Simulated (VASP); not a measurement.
The system is Si3Te.

```
Si Te
1.0
     4.39369    0.00000    0.00000
     0.00000    4.39369    0.00000
     0.00000    0.00000    4.39369
Si Te
3 1
Direct
  0.00000 0.50000 0.50000
  0.50000 0.00000 0.50000
  0.50000 0.50000 0.00000
  0.00000 0.00000 0.00000
```

The cell was built from a structure type or drawn by symmetry, and may not be a known phase.

* Program: VASP 6.6.1
* Task: relaxation of cell and atoms
* Functional: PBE
* Potentials or basis: VASP PAW PBE potentials, release 64 (Si, Te)
* Cutoff: 600 eV
* k mesh: 4 × 4 × 4
* Occupations: gaussian, width 0.1 eV
* Spin: no spin polarisation

At the start: pressure -5.1 GPa; volume 21.20 Å³/atom.

Question: Where does the relaxation end?

Answer: Over 3 steps the energy falls by 41.0 meV/atom and the volume is 18.99 Å³/atom (-10.4 %); space group Pm-3m (No. 221, to 0.1 Å) before and after.

The path:
```tsv
step	energy change (eV)	largest force (eV/Å)	pressure (GPa)	volume (Å³)
1	0.0000	0.0000	-5.14	84.82
2	-0.1623	0.0000	-0.66	76.74
3	-0.1639	0.0000	0.00	75.98
```

Final structure:
```yaml
crystal:
  lattice:
    - [4.23544, 0.00000, 0.00000]
    - [0.00000, 4.23544, 0.00000]
    - [0.00000, 0.00000, 4.23544]
  atoms:
    - { symbol: Si, position: [0.00000, 0.50000, 0.50000] }
    - { symbol: Si, position: [0.50000, 0.00000, 0.50000] }
    - { symbol: Si, position: [0.50000, 0.50000, 0.00000] }
    - { symbol: Te, position: [0.00000, 0.00000, 0.00000] }
```
